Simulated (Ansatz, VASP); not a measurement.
**One calculation of NbCd3, two programs**

File POSCAR:

```
NbCd3
1.0
    4.2150000000      0.0000000000      0.0000000000
    0.0000000000      4.2150000000      0.0000000000
    0.0000000000      0.0000000000      4.2150000000
Nb Cd
1 3
Direct
    0.0000000000      0.0000000000      0.0000000000
    0.0000000000      0.5000000000      0.5000000000
    0.5000000000      0.0000000000      0.5000000000
    0.5000000000      0.5000000000      0.0000000000
```

Contents of INCAR.step1:

```
ALGO     = Normal         # electronic algorithm
EDIFF    = 1E-4           # SCF threshold, eV
ENCUT    = 520            # plane-wave cutoff, eV
GGA      = PE             # functional
ISMEAR   = 0              # smearing method
LASPH    = True           # aspherical terms in the spheres
LCHARG   = False          # write CHGCAR
LREAL    = False          # projectors in reciprocal space
LWAVE    = True           # write WAVECAR
NBANDS   = 32             # bands
NELM     = 60             # most SCF steps
PREC     = Accurate       # precision mode
SIGMA    = 0.1            # smearing width, eV
```

Contents of INCAR.step2:

```
ALGO     = Normal         # electronic algorithm
EDIFF    = 1E-6           # SCF threshold, eV
ENCUT    = 520            # plane-wave cutoff, eV
ISIF     = 2              # what is computed and relaxed
ISMEAR   = 0              # smearing method
ISTART   = 1            
LASPH    = True           # aspherical terms in the spheres
LCHARG   = True           # write CHGCAR
LELF     = True           # ELF
LMIXTAU  = True         
LREAL    = False          # projectors in reciprocal space
LVHAR    = True         
LWAVE    = False          # write WAVECAR
METAGGA  = R2SCAN         # meta-GGA
NBANDS   = 32             # bands
NELM     = 60             # most SCF steps
PREC     = Accurate       # precision mode
SIGMA    = 0.1            # smearing width, eV
```

KPOINTS

```
k-points
0
Gamma
  14 14 14
```

Input for Ansatz:

```yaml
crystal:
  lattice:
    - [4.215, 0.0, 0.0]
    - [0.0, 4.215, 0.0]
    - [0.0, 0.0, 4.215]
  atoms:
    - { symbol: Nb, position: [0.0, 0.0, 0.0] }
    - { symbol: Cd, position: [0.0, 0.5, 0.5] }
    - { symbol: Cd, position: [0.5, 0.0, 0.5] }
    - { symbol: Cd, position: [0.5, 0.5, 0.0] }
basis:
  ecutwfc: 500
kpoints:
  mp_grid: { grid: [14, 14, 14] }
hamiltonian:
  xc: r2scan
scf:
  occupations: { method: gaussian, width: 0.1 }
output:
  forces: true
  stress: true
  eigenvalues: true
```

Alike in both runs: task single point; functional r2SCAN; k mesh 14 × 14 × 14; occupations gaussian, width 0.1 eV; no spin polarisation.

|  | VASP | Ansatz |
| --- | --- | --- |
| version | VASP 6.6.1 | Ansatz 0.2.0 |
| potentials or method | VASP PAW PBE potentials, release 64 (Nb_sv, Cd), cutoff 520 eV | scalar-relativistic, plane waves, PAW |
| valence electrons in the cell | 49 | 73 |

```csv
,VASP,Ansatz,Ansatz less VASP
gap on the k mesh at the Fermi level (eV),none,none,-
pressure (GPa),5.3,4.6,-0.67
```

VASP's potentials were made for PBE, not for r2SCAN. A gap of «none» marks a metal or a gap that the smearing closes. VASP's potentials hold 49 valence electrons a cell and Ansatz's 73, so a difference there can come from the potentials and not from the codes.
